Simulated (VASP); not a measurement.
Wanted: the native input for a VASP 6.6.1 run.

| Quantity | Value |
| --- | --- |
| Task | single point |
| Functional | PBEsol |
| Potentials or basis | VASP PAW PBE potentials, release 64 (Al, Ga_d, N) |
| Cutoff | 520 eV |
| k mesh | 6 × 8 × 6 |
| Occupations | gaussian, width 0.05 eV |
| Spin | no spin polarisation |
| Dipole correction | no |
| Further INCAR settings | ALGO = Normal; EDIFF = 1e-07; NBANDS = 41 |

The structure of AlGa3N4 lies in POSCAR:

```
AlGa3N4
1.0
    5.1423512025      0.0000000000      0.0001215039
    0.0000000000      3.1649848011      0.0000000000
   -0.0035856884      0.0000000000      5.4784941380
Al Ga N
1 3 4
Direct
    0.0006034235      0.5000000000      0.6673576246
    0.4991167026      0.5000000000      0.3349195796
    0.4990273840      0.0000000000      0.8315570006
    0.9998617813      0.0000000000      0.1661805284
    0.1117567713      0.5000000000      0.3453975798
    0.1097339974      0.0000000000      0.8316762240
    0.6125316569      0.0000000000      0.1715164516
    0.6233203638      0.5000000000      0.6725966702
```

This cell differs from its parent crystal: all N atoms moved +0.050 Å, as atom 5 towards its neighbour atom 8 (N) at 3.087 Å.

These files were run (other wordings do the same):

INCAR

```
SYSTEM = AlGa3N4
PREC = Accurate
ENCUT = 520
EDIFF = 1E-7
ISMEAR = 0
SIGMA = 0.05
LREAL = .False.
LASPH = .True.
NELM = 60
ALGO = Normal
ISIF = 2
LWAVE = .False.
LCHARG = .True.
GGA = PS
LELF = .True.
LVHAR = .True.
NBANDS = 41
```

KPOINTS

```
regular mesh
0
Gamma
  6 8 6
  0 0 0
```

Potentials or basis: VASP PAW PBE potentials, release 64 (Al, Ga_d, N).

Run with:

```bash
$ cat potpaw_PBE.64/Al/POTCAR potpaw_PBE.64/Ga_d/POTCAR potpaw_PBE.64/N/POTCAR > POTCAR
$ mpirun -np 1 vasp_std > vasp.out
```

It gave:

```json
{
 "Pressure": "0.1 GPa",
 "Largest force": "0.720 eV/Å",
 "Band gap on the k mesh": "2.37 eV, direct"
}
```

Caveat: the cell differs from its parent crystal (all N atoms moved +0.050 Å, as atom 5 towards its neighbour atom 8 (N) at 3.087 Å); the PAW data sets were made with another functional, which shifts forces and pressure a little.

Wall time 2.5 min on 1 thread of Intel(R) Xeon(R) 6975P-C (Granite Rapids), on a shared host, peak memory 0.4 GiB.
